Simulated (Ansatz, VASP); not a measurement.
## One calculation of Mg, two programs

```xyz
1
Lattice="-1.4617 1.4765 1.4765 1.4765 -1.4617 1.4765 1.4765 1.4765 -1.4617" Properties=species:S:1:pos:R:3 pbc="T T T"
Mg    0.0000    0.0000    0.0000
```

Change from the starting cell: equal xy, yz and zx shear strains of +1 %.

Alike in both runs: task single point; functional LDA; k mesh 19 × 19 × 19; occupations fermi-dirac, width 0.03 eV; no spin polarisation.

|  | VASP | Ansatz |
| --- | --- | --- |
| version | VASP 6.6.1 | Ansatz 0.2.0 |
| potentials or method | VASP PAW LDA potentials, release 64 (Mg), cutoff 520 eV | all-electron LAPW, scalar-relativistic |

```csv
,VASP,Ansatz,Ansatz less VASP
pressure (GPa),55.9,55.6,-0.34
"traceless stress, the component that is largest in VASP (GPa)",-1.27,-1.25,+0.015
```

LDA's correlation is that of Perdew and Zunger in VASP and of Perdew and Wang (1992) in Ansatz. Both programs put the cell under a high pressure, so it lies far from rest at this level. Ansatz ran all-electron here, and VASP with PAW potentials.
